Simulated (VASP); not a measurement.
# InP in VASP: single point with PBE

Aim: the single point of InP with PBE.

All numbers are computed with VASP 6.6.1; they aren't measurements. Logs are shortened: lines on timing, memory, paths and dates and some standing lists are left out, and cuts for length are marked.

## 1. The cell of the first run

The cell holds a slab with vacuum, 4 atoms: a = 4.214 Å, b = 5.959 Å, c = 18.107 Å, α = 90.00°, β = 90.00°, γ = 90.00°.

## 2. Single point, PBE

File POSCAR:

```
InP
1.0
    4.2139839875      0.0000000000      0.0000000000
    0.0000000000      5.9594733068      0.0000000000
    0.0000000000      0.0000000000     18.1070000000
In P
2 2
Direct
    0.0000000000      0.8750000000      0.4418183025
    0.5000000000      0.3750000000      0.5581816975
    0.5000000000      0.6250000000      0.4418183025
    0.0000000000      0.1250000000      0.5581816975
```

File INCAR.step1:

```
PREC = Accurate
ENCUT = 520
EDIFF = 1E-7
ISMEAR = -1
SIGMA = 0.02
LREAL = False
LASPH = True
NELM = 60
ALGO = Normal
ISIF = 2
LWAVE = False
LCHARG = True
LDIPOL = True
IDIPOL = 3
DIPOL = 0.5 0.5 0.500
GGA = PE
NBANDS = 26
```

File KPOINTS.step1:

```
Automatic mesh
0
Gamma
  6 5 1
```

File INCAR.step2:

```
PREC = Accurate
ENCUT = 520
EDIFF = 1E-7
ISMEAR = -5
SIGMA = 0.02
LREAL = False
LASPH = True
NELM = 60
ALGO = Normal
ISIF = 2
LWAVE = False
LCHARG = False
LDIPOL = True
IDIPOL = 3
DIPOL = 0.5 0.5 0.500
GGA = PE
LORBIT = 10
NEDOS = 1001
ICHARG = 11
```

File KPOINTS.step2:

```
Automatic mesh
0
Gamma
  9 8 1
```

Potentials or basis: VASP PAW PBE potentials, release 64 (In_d, P).

Run with:

```
> cat potpaw_PBE.64/In_d/POTCAR potpaw_PBE.64/P/POTCAR > POTCAR
> cp INCAR.step1 INCAR
> cp KPOINTS.step1 KPOINTS
> mpirun -np 1 vasp_std > vasp.out
> cp INCAR.step2 INCAR
> cp KPOINTS.step2 KPOINTS
> mpirun -np 1 vasp_std > vasp.out
```

OUTCAR:

```text
PREC = Accurate
   ENCUT = 520
   EDIFF = 1E-7
   ISMEAR = -5
   LREAL = False
   LASPH = True
   NELM = 60
   ISIF = 2
   GGA = PE
   LORBIT = 10
   ICHARG = 11

 ion  position               nearest neighbor table
   1  0.000  0.875  0.442-   4 2.58   3 2.58   3 2.58
   2  0.500  0.375  0.558-   3 2.58   4 2.58   4 2.58
   3  0.500  0.625  0.442-   2 2.58   1 2.58   1 2.58
   4  0.000  0.125  0.558-   1 2.58   2 2.58   2 2.58

  LATTYP: Found a simple orthorhombic cell.
 ALAT       =     4.2139839875
 B/A-ratio  =     1.4142135624
 C/A-ratio  =     4.2968839117

  Lattice vectors:

 A1 = (   4.2139839875,   0.0000000000,   0.0000000000)
 A2 = (   0.0000000000,   5.9594733068,   0.0000000000)
 A3 = (   0.0000000000,   0.0000000000,  18.1070000000)

Analysis of symmetry for initial positions (statically):
=====================================================================
 Subroutine PRICEL returns:
 Original cell was already a primitive cell.

 Routine SETGRP: Setting up the symmetry group for a
 simple orthorhombic supercell.

 Subroutine GETGRP returns: Found  4 space group operations
 (whereof  2 operations were pure point group operations)
 out of a pool of  8 trial point group operations.

The static configuration has the point symmetry C_1h.
 The point group associated with its full space group is C_2v.

Analysis of symmetry for dynamics (positions and initial velocities):
=====================================================================
 Subroutine PRICEL returns:
 Original cell was already a primitive cell.

 Routine SETGRP: Setting up the symmetry group for a
 simple orthorhombic supercell.

 Subroutine GETGRP returns: Found  4 space group operations
 (whereof  2 operations were pure point group operations)
 out of a pool of  8 trial point group operations.

The dynamic configuration has the point symmetry C_1h.
 The point group associated with its full space group is C_2v.

 Subroutine INISYM returns: Found  4 space group operations
 (whereof  2 operations are pure point group operations),
 and found     1 'primitive' translations

----------------------------------------------------------------------------------------

                                     Primitive cell

  volume of cell :     454.7234

  direct lattice vectors                    reciprocal lattice vectors
     4.213983987  0.000000000  0.000000000     0.237305126  0.000000000  0.000000000
     0.000000000  5.959473307  0.000000000     0.000000000  0.167800064  0.000000000
     0.000000000  0.000000000 18.107000000     0.000000000  0.000000000  0.055227260

  length of vectors
     4.213983987  5.959473307 18.107000000     0.237305126  0.167800064  0.055227260

  position of ions in fractional coordinates (direct lattice)
     0.000000000  0.875000000  0.441818303
     0.500000000  0.375000000  0.558181697
     0.500000000  0.625000000  0.441818303
     0.000000000  0.125000000  0.558181697

  ion indices of the primitive-cell ions
   primitive index   ion index
                 1           1
                 2           2
                 3           3
                 4           4

----------------------------------------------------------------------------------------

 KPOINTS: Automatic mesh

Automatic generation of k-mesh.
 Grid dimensions read from file:
 generate k-points for:    9    8    1

 Generating k-lattice:

  Cartesian coordinates                     Fractional coordinates (reciprocal lattice)
     0.026367236  0.000000000  0.000000000     0.111111111  0.000000000  0.000000000
     0.000000000  0.020975008  0.000000000     0.000000000  0.125000000  0.000000000
     0.000000000  0.000000000  0.055227260     0.000000000  0.000000000  1.000000000

  Length of vectors
     0.026367236  0.020975008  0.055227260

  Shift w.r.t. Gamma in fractional coordinates (k-lattice)
     0.000000000  0.000000000  0.000000000

 TETIRR: Found    204 inequivalent tetrahedra from      432

 Subroutine IBZKPT returns following result:
 ===========================================

 Found     25 irreducible k-points:

 Following reciprocal coordinates:
            Coordinates               Weight
  0.000000  0.000000  0.000000      1.000000
  0.111111  0.000000  0.000000      2.000000
  0.222222  0.000000  0.000000      2.000000
  0.333333  0.000000  0.000000      2.000000
  0.444444  0.000000  0.000000      2.000000
  0.000000  0.125000  0.000000      2.000000
[... 16 lines left out ...]
  0.222222  0.500000  0.000000      2.000000
  0.333333  0.500000  0.000000      2.000000
   k-points           NKPTS =     25   k-points in BZ     NKDIM =     25   number of bands    NBANDS=     22
   number of dos      NEDOS =   1001   number of ions     NIONS =      4
   total plane-waves  NPLWV = 215040
   dimension x,y,z NGX =    32 NGY =   48 NGZ =  140
   dimension x,y,z NGXF=    64 NGYF=   96 NGZF=  280
   ions per type =               2   2
   NGX,Y,Z   is equivalent  to a cutoff of  12.62, 13.39, 12.85 a.u.
   NGXF,Y,Z  is equivalent  to a cutoff of  25.25, 26.78, 25.71 a.u.
 SYSTEM =  unknown system
   PREC   = accura    normal or accurate (medium, high low for compatibility)
   ISTART =      0    job   : 0-new  1-cont  2-samecut
   ICHARG =     11    charge: 1-file 2-atom 10-const
   ISPIN  =      1    spin polarized calculation?
   LNONCOLLINEAR =      F non collinear calculations
   LSORBIT =      F    spin-orbit coupling
   LASPH  =      T    aspherical Exc in radial PAW
   ENCUT  =  520.0 eV  38.22 Ry    6.18 a.u.   7.84 11.08 33.67*2*pi/ulx,y,z
   NELM   =     60;   NELMIN=  2; NELMDL=  0     # of ELM steps
   EDIFF  = 0.1E-06   stopping-criterion for ELM
   LREAL  =      F    real-space projection
   EDIFFG = 0.1E-05   stopping-criterion for IOM
   NSW    =      0    number of steps for IOM
   IBRION =     -1    ionic relax: 0-MD 1-quasi-New 2-CG
   NFREE  =      0    steps in history (QN), initial steepest desc. (CG)
   ISIF   =      2    stress and relaxation
   ISYM   =      2    0-nonsym 1-usesym 2-fastsym
   POTIM  = 0.5000    time-step for ionic-motion
   TEBEG  =    0.0;   TEEND  =   0.0 temperature during run
   PSTRESS=    0.0 pullay stress
   NELECT =      36.0000    total number of electrons
   NUPDOWN=      -1.0000    fix difference up-down
   EMIN   =  10.00;   EMAX   =-10.00  energy-range for DOS
   EFERMI =   0.00;   METHOD = LEGACY
   ISMEAR =    -5;   SIGMA  =   0.02  broadening in eV -4-tet -1-fermi 0-gaus
   EFERMI_NEDOS =   21; number of points for ismear=-14 and -15
   IALGO  =     38    algorithm
   IMIX   =      4    mixing-type and parameters
     AMIX     =   0.40;   BMIX     =  1.00
     AMIX_MAG =   1.60;   BMIX_MAG =  1.00
  volume/ion in A,a.u.               =     113.68       767.16
  Fermi-wavevector in a.u.,A,eV,Ry     =   0.702953  1.328389  6.723232  0.494144
  Thomas-Fermi vector in A             =   1.787793
   LORBIT       =     10    0 simple, 1 ext, 2 COOP (PROOUT), +10 PAW based schemes
   GGA     = PE    functional components
   LHFCALC =     F    Hartree Fock is set to
   AEXX    =    0.0000 exact exchange contribution
   IVDW    =     0    specifies the selected vdW correction
   LEPSILON=     F    determine dielectric tensor
   LRPA    =     F    only Hartree local field effects (RPA)
 non-spin polarized calculation
 Fermi weights with tetrahedron method with Bloechl corrections
  energy-cutoff  :      520.00
  volume of cell :      454.72
 maximum number of plane-waves:     12288
 NGX is ok and might be reduce to    32

 number of electron      36.0000011 magnetization

 dipolmoment           0.000000      0.000000     -0.000000 electrons x Angstroem

 Free energy of the ion-electron system (eV)
  ---------------------------------------------------
  ext. energy  EPLUGINS =         0.00000000
  ---------------------------------------------------
  free energy    TOTEN  =       -14.40983674 eV

  energy without entropy =      -14.40983674  energy(sigma->0) =      -14.40983674

 E-fermi :  -2.6303     XC(G=0):  -2.9137

 val. band max:       -2.6356111895   @ k =   0.0000   0.0000   0.0000
 cond. band min:      -1.5837162130   @ k =   0.0000   0.0000   0.0000
 fundamental gap:      1.0518949765
 Fermi energy:        -2.6303357605

 k-point     1 :       0.0000    0.0000    0.0000
  band No.  band energies     occupation
      1     -16.7401      2.00000
      2     -16.6773      2.00000
      3     -16.6650      2.00000
      4     -16.6279      2.00000
      5     -16.6118      2.00000
      6     -16.5991      2.00000
[... 14 lines left out ...]
     21       0.3628      0.00000
     22       1.2023      0.00000

 k-point     2 :       0.1111    0.0000    0.0000
  band No.  band energies     occupation
      1     -16.7375      2.00000
      2     -16.6776      2.00000
      3     -16.6625      2.00000
      4     -16.6340      2.00000
      5     -16.6089      2.00000
      6     -16.6033      2.00000
[... 14 lines left out ...]
     21       0.9183      0.00000
     22       1.4241      0.00000

 k-point     3 :       0.2222    0.0000    0.0000
  band No.  band energies     occupation
      1     -16.7323      2.00000
      2     -16.6845      2.00000
      3     -16.6558      2.00000
      4     -16.6399      2.00000
      5     -16.6113      2.00000
      6     -16.6067      2.00000
[... 14 lines left out ...]
     21       1.2262      0.00000
     22       1.5244      0.00000
[... 476 lines left out ...]
 k-point    23 :       0.2222    0.5000    0.0000
  band No.  band energies     occupation
      1     -16.7075      2.00000
      2     -16.7075      2.00000
      3     -16.6420      2.00000
      4     -16.6420      2.00000
      5     -16.6149      2.00000
      6     -16.6149      2.00000
[... 14 lines left out ...]
     21       1.8003      0.00000
     22       1.8003      0.00000

 k-point    24 :       0.3333    0.5000    0.0000
  band No.  band energies     occupation
      1     -16.7084      2.00000
      2     -16.7084      2.00000
      3     -16.6396      2.00000
      4     -16.6396      2.00000
      5     -16.6194      2.00000
      6     -16.6194      2.00000
[... 14 lines left out ...]
     21       1.9126      0.00000
     22       1.9126      0.00000

 [... further k-points ...]

------------------------ aborting loop because EDIFF is reached ----------------------------------------

 vacuum level on the upper side and lower side of the slab       (xc-potential included)        -0.042        -0.042

  FORCE on cell =-STRESS in cart. coord.  units (eV):
  Direction    XX          YY          ZZ          XY          YZ          ZX
  --------------------------------------------------------------------------------------
  -------------------------------------------------------------------------------------
  Total       -1.5211225     -2.0951058     -1.2158131      0.0000000      0.0000000      0.0000000
  in kB       -5.3595399     -7.3819192     -4.2838094      0.0000000      0.0000000      0.0000000
  external PRESSURE =      -5.6750895 kB  Pullay stress =       0.0000000 kB

 VOLUME and BASIS-vectors are now :
 -----------------------------------------------------------------------------
  energy-cutoff  :      520.00
  volume of cell :      454.72
      direct lattice vectors                 reciprocal lattice vectors
     4.213983987  0.000000000  0.000000000     0.237305126  0.000000000  0.000000000
     0.000000000  5.959473307  0.000000000     0.000000000  0.167800064  0.000000000
     0.000000000  0.000000000 18.107000000     0.000000000  0.000000000  0.055227260

 POSITION                                       TOTAL-FORCE (eV/Angst)
 -----------------------------------------------------------------------------------
      0.00000      5.21454      8.00000         0.000000     -0.435720      0.952494
      2.10699      2.23480     10.10700         0.000000     -0.435720     -0.952494
      2.10699      3.72467      8.00000         0.000000      0.435720     -0.403969
      0.00000      0.74493     10.10700         0.000000      0.435720      0.403969
 -----------------------------------------------------------------------------------
    total drift:                                0.000000      0.001551      0.000000

  FREE ENERGIE OF THE ION-ELECTRON SYSTEM (eV)
  ---------------------------------------------------
  free  energy   TOTEN  =       -14.4098367418 eV

  energy  without entropy=      -14.4098367418  energy(sigma->0) =      -14.40983674

 vacuum level on the upper side and lower side of the slab         2.089         2.089

 total charge

# of ion       s       p       d       tot
------------------------------------------
    1        0.902   0.580   9.873  11.354
    2        0.902   0.580   9.873  11.354
    3        1.079   1.373   0.000   2.451
    4        1.079   1.373   0.000   2.451
--------------------------------------------------
tot          3.961   3.905  19.745  27.612
```

It took 8.7 min on 1 thread of Intel Xeon 8259CL, shared host; peak memory 0.58 GiB.

Results:

```yaml
Valence_electrons_inside_the_program's_atomic_spheres: In 11.35; P 2.45
```

Caveat: spin-orbit coupling is left out, which moves the levels of the heavy elements.
